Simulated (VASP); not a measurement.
# Cu (Fm-3m) in VASP: a series of runs, part 2 of 2

VASP 6.6.1. Earlier steps stand in the parts before.

## (4) Single point, RPBE

This run uses another cell than the first one, of 12.38 Å³/atom, 1.019 times its volume.

Input file INCAR:

```
SYSTEM = Cu
PREC = Accurate
ENCUT = 600
EDIFF = 1E-6
ISMEAR = -1
SIGMA = 0.15
LREAL = .False.
LASPH = .True.
NELM = 120
ALGO = Normal
ISIF = 2
LWAVE = .False.
LCHARG = .False.
GGA = RP
NBANDS = 12
GGA_COMPAT = .False.
```

Input file KPOINTS:

```
regular mesh
0
Gamma
  16 16 16
  0 0 0
```

Input file POSCAR:

```
Cu
1.0
    0.0000000000      1.8363101251      1.8363101251
    1.8363101251      0.0000000000      1.8363101251
    1.8363101251      1.8363101251      0.0000000000
Cu
1
Direct
    0.0000000000      0.0000000000      0.0000000000
```

Potentials or basis: VASP PAW PBE potentials, release 64 (Cu).

The run is started by

```
$ cat potpaw_PBE.64/Cu/POTCAR > POTCAR
$ mpirun -np 1 vasp_std > vasp.out
```

OUTCAR:

```text
SYSTEM = Cu
   PREC = Accurate
   ENCUT = 600
   EDIFF = 1E-6
   ISMEAR = -1
   LREAL = .False.
   LASPH = .True.
   NELM = 120
   ISIF = 2
   GGA = RP

 ion  position               nearest neighbor table
   1  0.000  0.000  0.000-

  LATTYP: Found a face centered cubic cell.
 ALAT       =     3.6726202502

  Lattice vectors:

 A1 = (   0.0000000000,   1.8363101251,   1.8363101251)
 A2 = (   1.8363101251,   0.0000000000,   1.8363101251)
[... 539 lines left out ...]
     12      35.0056      0.00000

 [... further k-points ...]

------------------------ aborting loop because EDIFF is reached ----------------------------------------

  FORCE on cell =-STRESS in cart. coord.  units (eV):
  Direction    XX          YY          ZZ          XY          YZ          ZX
  --------------------------------------------------------------------------------------
  -------------------------------------------------------------------------------------
  Total        0.0598432      0.0598432      0.0598432     -0.0000000      0.0000000      0.0000000
  in kB        7.7420690      7.7420690      7.7420690     -0.0000000      0.0000000      0.0000000
  external PRESSURE =       7.7420690 kB  Pullay stress =       0.0000000 kB

 VOLUME and BASIS-vectors are now :
 -----------------------------------------------------------------------------
  energy-cutoff  :      600.00
  volume of cell :       12.38
      direct lattice vectors                 reciprocal lattice vectors
     0.000000000  1.836310125  1.836310125    -0.272285162  0.272285162  0.272285162
     1.836310125  0.000000000  1.836310125     0.272285162 -0.272285162  0.272285162
     1.836310125  1.836310125  0.000000000     0.272285162  0.272285162 -0.272285162

 POSITION                                       TOTAL-FORCE (eV/Angst)
 -----------------------------------------------------------------------------------
      0.00000      0.00000      0.00000         0.000000      0.000000      0.000000
 -----------------------------------------------------------------------------------
    total drift:                               -0.000000      0.000000     -0.000000

  FREE ENERGIE OF THE ION-ELECTRON SYSTEM (eV)
  ---------------------------------------------------
  free  energy   TOTEN  =        -3.2671120053 eV

  energy  without entropy=       -3.2443453607  energy(sigma->0) =       -3.25572868
```

OSZICAR:

```text
N       E                     dE             d eps       ncg     rms          rms(c)
DAV:   1     0.472248995436E+02    0.47225E+02   -0.59102E+03  3824   0.169E+03
DAV:   2    -0.252706666449E+01   -0.49752E+02   -0.45636E+02  3568   0.216E+02
DAV:   3    -0.404522481963E+01   -0.15182E+01   -0.15060E+01  4024   0.430E+01
DAV:   4    -0.405496377145E+01   -0.97390E-02   -0.97375E-02  3948   0.305E+00
DAV:   5    -0.405505690121E+01   -0.93130E-04   -0.93129E-04  4180   0.306E-01    0.724E+00
DAV:   6    -0.363023247280E+01    0.42482E+00   -0.13306E+01  4168   0.692E+01    0.391E+00
DAV:   7    -0.327712761033E+01    0.35310E+00   -0.22119E+00  4160   0.281E+01    0.572E-01
DAV:   8    -0.326859420536E+01    0.85334E-02   -0.41389E-03  3936   0.877E-01    0.293E-01
DAV:   9    -0.326712173174E+01    0.14725E-02   -0.10291E-02  4352   0.180E+00    0.390E-02
DAV:  10    -0.326711465012E+01    0.70816E-05   -0.62761E-05  5236   0.135E-01    0.996E-03
DAV:  11    -0.326711193464E+01    0.27155E-05   -0.16563E-06  4196   0.199E-02    0.376E-04
DAV:  12    -0.326711200534E+01   -0.70700E-07   -0.24342E-08  2116   0.178E-03
   1 F= -.32671120E+01 E0= -.32557287E+01  d E =-.227666E-01
```

stdout:

```text
POSCAR found type information on POSCAR Cu
 POSCAR found :  1 types and       1 ions
 scaLAPACK will be used
 -----------------------------------------------------------------------------
|                                                                             |
|                                                                             |
|     You enforced a specific xc type in the INCAR file but a different       |
|     I HOPE YOU KNOW WHAT YOU ARE DOING!                                     |
|                                                                             |
 -----------------------------------------------------------------------------

 LDA part: xc-table for (Slater+PW92), standard interpolation
 POSCAR, INCAR and KPOINTS ok, starting setup
 FFT: planning ... GRIDC
 FFT: planning ... GRID_SOFT
 FFT: planning ... GRID
 WAVECAR not read
 entering main loop
```

It took 13 s on 1 thread of AMD EPYC 9R45 (Zen 5), shared host; peak memory 0.12 GiB.

What came out:

- Free energy: -3.2671 eV
- Pressure: 0.8 GPa

Levels at points of the mesh, in eV from the Fermi level:
```tsv
k point	band 4	band 5	band 6	band 7	band 8	band 9
(0.00, 0.00, 0.00)	-2.88	-2.12	-2.12	22.16	24.54	24.54
(0.50, 0.00, 0.00)	-1.59	-1.59	-0.87	3.55	20.67	21.42
(0.50, 0.50, 0.00)	-1.46	-1.46	1.54	6.81	12.76	12.76
```

Caveat: the PAW data sets were made with another functional, which shifts forces and pressure a little.

## (5) Relaxation of cell and atoms, RPBE

Input file INCAR:

```
SYSTEM = Cu
ALGO = Normal ; EDIFF = 1E-7
EDIFFG = -0.002 ; ENCUT = 600
GGA = RP ; GGA_COMPAT = .False.
IBRION = 2 ; ISIF = 3
ISMEAR = 0 ; LASPH = .True.
LCHARG = .False. ; LREAL = .False.
LWAVE = .False. ; NELM = 120
NELMIN = 4 ; NSW = 100
PREC = Accurate ; SIGMA = 0.1
```

Input file KPOINTS:

```
k-points
0
Gamma
  16 16 16
  0 0 0
```

Input file POSCAR:

```
Cu
1.0
    0.0000000000      1.8250000000      1.8250000000
    1.8250000000      0.0000000000      1.8250000000
    1.8250000000      1.8250000000      0.0000000000
Cu
1
Direct
    0.0000000000      0.0000000000      0.0000000000
```

Potentials or basis: VASP PAW PBE potentials, release 64 (Cu).

The run is started by

```
$ cat potpaw_PBE.64/Cu/POTCAR > POTCAR
$ mpirun -np 1 vasp_std > vasp.out
```

OUTCAR:

```text
SYSTEM = Cu
   EDIFF = 1E-7
   EDIFFG = -0.002
   ENCUT = 600
   GGA = RP
   IBRION = 2
   ISIF = 3
   ISMEAR = 0
   LASPH = .True.
   LREAL = .False.
   NELM = 120
   NELMIN = 4
   NSW = 100
   PREC = Accurate

 ion  position               nearest neighbor table
   1  0.000  0.000  0.000-

  LATTYP: Found a face centered cubic cell.
 ALAT       =     3.6500000000

  Lattice vectors:

 A1 = (   0.0000000000,   1.8250000000,   1.8250000000)
 A2 = (   1.8250000000,   0.0000000000,   1.8250000000)
 A3 = (   1.8250000000,   1.8250000000,   0.0000000000)

Analysis of symmetry for initial positions (statically):
=====================================================================
 Subroutine PRICEL returns:
 Original cell was already a primitive cell.

[... 254 lines left out ...]
 Fermi energy:         7.0554927907

 k-point     1 :       0.0000    0.0000    0.0000
  band No.  band energies     occupation
      1      -1.8440      2.00000
      2       4.2377      2.00000
      3       4.2377      2.00000
      4       4.2377      2.00000
      5       4.9910      2.00000
      6       4.9910      2.00000
      7      29.2036      0.00000
      8      31.5394      0.00000
      9      31.5394      0.00000
[... 265 lines left out ...]
 k-point    24 :      -0.0625    0.0625    0.0000
  band No.  band energies     occupation
      1      -1.4806      2.00000
      2       4.1597      2.00000
      3       4.2983      2.00000
      4       4.3107      2.00000
      5       4.9336      2.00000
      6       5.0035      2.00000
      7      27.1601      0.00000
      8      28.1287      0.00000
      9      30.7357      0.00000

 [... further k-points ...]

------------------------ aborting loop because EDIFF is reached ----------------------------------------

  FORCE on cell =-STRESS in cart. coord.  units (eV):
  Direction    XX          YY          ZZ          XY          YZ          ZX
  --------------------------------------------------------------------------------------
  -------------------------------------------------------------------------------------
  Total        0.0012195      0.0012195      0.0012195     -0.0000000     -0.0000000      0.0000000
  in kB        0.1568273      0.1568273      0.1568273     -0.0000000     -0.0000000      0.0000000
  external PRESSURE =       0.1568273 kB  Pullay stress =       0.0000000 kB
[... 16 lines left out ...]
  FREE ENERGIE OF THE ION-ELECTRON SYSTEM (eV)
  ---------------------------------------------------
  free  energy   TOTEN  =        -3.2566534043 eV

  energy  without entropy=       -3.2549295385  energy(sigma->0) =       -3.25579147

 reached required accuracy - stopping structural energy minimisation
```

OSZICAR:

```text
N       E                     dE             d eps       ncg     rms          rms(c)
DAV:   1     0.388541113581E+02    0.38854E+02   -0.62294E+03  2698   0.226E+03
DAV:   2    -0.356896153466E+01   -0.42423E+02   -0.40148E+02  2638   0.204E+02
DAV:   3    -0.404095868853E+01   -0.47200E+00   -0.47056E+00  3217   0.311E+01
[... 24 lines left out ...]
DAV:   4    -0.325665626795E+01    0.63235E-03   -0.72296E-04  3345   0.319E-01    0.354E-03
DAV:   5    -0.325665546060E+01    0.80735E-06   -0.11853E-05  3393   0.685E-02    0.671E-03
DAV:   6    -0.325665321794E+01    0.22427E-05   -0.22542E-06  2858   0.305E-02    0.628E-04
DAV:   7    -0.325665335934E+01   -0.14140E-06   -0.16824E-08  1473   0.276E-03    0.557E-05
DAV:   8    -0.325665340426E+01   -0.44916E-07   -0.17942E-09  1348   0.650E-04
   3 F= -.32566534E+01 E0= -.32557915E+01  d E =-.290955E-02
```

CONTCAR:

```text
Cu
   1.00000000000000
     0.0000000000000000    1.8399690118180254    1.8399690118180254
     1.8399690118180254    0.0000000000000000    1.8399690118180254
     1.8399690118180254    1.8399690118180254    0.0000000000000000
  Cu
     1
Direct
     0.0000000000000000    0.0000000000000000    0.0000000000000000

  0.00000000E+00  0.00000000E+00  0.00000000E+00
```

Wall time 24 s (1 thread of AMD EPYC 9R45 (Zen 5), shared host); peak memory 0.12 GiB.

Results:

- Free energy: -3.2567 eV
- Relaxed volume: 12.46 Å³/atom
- Relaxed cell: a = 2.602 Å, b = 2.602 Å, c = 2.602 Å, α = 60.00°, β = 60.00°, γ = 60.00°
- Space group after relaxing (to 0.05 Å): Fm-3m (No. 225)
- Energy gained by relaxing: 2.9 meV/atom
- Ionic steps: 3
- Pressure after relaxing: 0.0 GPa

The path:
| step | energy change (eV) | largest force (eV/Å) | pressure (GPa) | volume (Å³) |
| --- | --- | --- | --- | --- |
| 1 | 0.0000 | 0.0000 | 3.18 | 12.16 |
| 2 | -0.0024 | 0.0000 | -1.19 | 12.59 |
| 3 | -0.0029 | 0.0000 | 0.02 | 12.46 |

Final structure:
```xyz
1
Lattice="0.0000 1.8400 1.8400 1.8400 0.0000 1.8400 1.8400 1.8400 0.0000" Properties=species:S:1:pos:R:3 pbc="T T T"
Cu    0.0000    0.0000    0.0000
```

Caveat: the PAW data sets were made with another functional, which shifts forces and pressure a little.

## (6) Overview

| task | cell | k mesh | smearing | gap on the mesh (eV) | pressure (GPa) |
| --- | --- | --- | --- | --- | --- |
| single point | a = 2.581 Å, angles 60.0°, 1 atom | 8 × 8 × 8 | gaussian 0.1 eV | none | 3.9 |
| single point | a = 2.597 Å, angles 60.0°, 1 atom | 16 × 16 × 16 | gaussian 0.1 eV | none | 0.7 |
| single point | a = 2.597 Å, angles 60.0°, 1 atom | 16 × 16 × 16 | fermi-dirac 0.15 eV | none | 0.8 |
| relaxation of cell and atoms | relaxed from a = 2.581 Å, angles 60.0°, 1 atom | 16 × 16 × 16 | gaussian 0.1 eV | none | 0.0 |

Alike in all rows: level RPBE; potentials or basis VASP PAW PBE potentials, release 64 (Cu); no spin polarisation; cutoff (eV) 600.

Caveats: some runs use coarse meshes; the PAW data sets were made with another functional, which shifts forces and pressure a little.

Total energies depend on the potentials used, so only differences within one code and one set of settings carry meaning.
